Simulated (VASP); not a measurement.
# KBr: single point with LDA

The system is KBr.

```
K Br
1.0
     0.00000    3.34189    3.19373
     3.34189    0.00000    3.19373
     3.34189    3.34189    0.00000
K Br
1 1
Direct
  0.00000 0.00000 0.00000
  0.50000 0.50000 0.50000
```

This cell differs from its parent crystal: strain +0.015 along x and y, -0.030 along z.

```json
{
  "Program": "VASP 6.6.1",
  "Task": "single point",
  "Functional": "LDA",
  "Potentials or basis": "VASP PAW LDA potentials, release 64 (K_sv, Br)",
  "Cutoff": "520 eV",
  "k mesh": "6 × 6 × 6",
  "Occupations": "gaussian, width 0.05 eV",
  "Spin": "no spin polarisation",
  "Dipole correction": "no",
  "Further INCAR settings": "ALGO = Normal; EDIFF = 1e-06; NBANDS = 15"
}
```

```
Pressure               : -1.4 GPa
Band gap on the k mesh : 4.04 eV, direct
```

Stress tensor (GPa, compression positive):
```
-1.86  0.00  0.00
 0.00 -1.86  0.00
 0.00  0.00 -0.52
```

Levels at points of the mesh, in eV from the valence-band top:
```tsv
k point	band 4	band 5	band 6	band 7	band 8	band 9	band 10	band 11	band 12	band 13
(0.00, 0.00, 0.00)	-11.12	-11.12	-0.02	-0.02	0.00	4.04	7.24	7.24	7.52	8.10
(0.50, 0.00, 0.00)	-11.13	-10.88	-1.29	-0.38	-0.38	6.24	7.93	9.53	9.55	9.64
(0.50, 0.50, 0.00)	-11.17	-11.17	-0.83	-0.36	-0.36	5.49	6.92	9.26	9.32	9.50
(0.50, 0.00, 0.50)	-11.17	-11.15	-0.90	-0.30	-0.28	5.56	6.85	9.08	9.16	9.48
```

Wall time 18 s on 1 thread of AMD EPYC 9R45 96-Core Processor (Zen 5) (shared host), peak memory 0.15 GiB.

Caveat: the cell differs from its parent crystal (strain +0.015 along x and y, -0.030 along z).
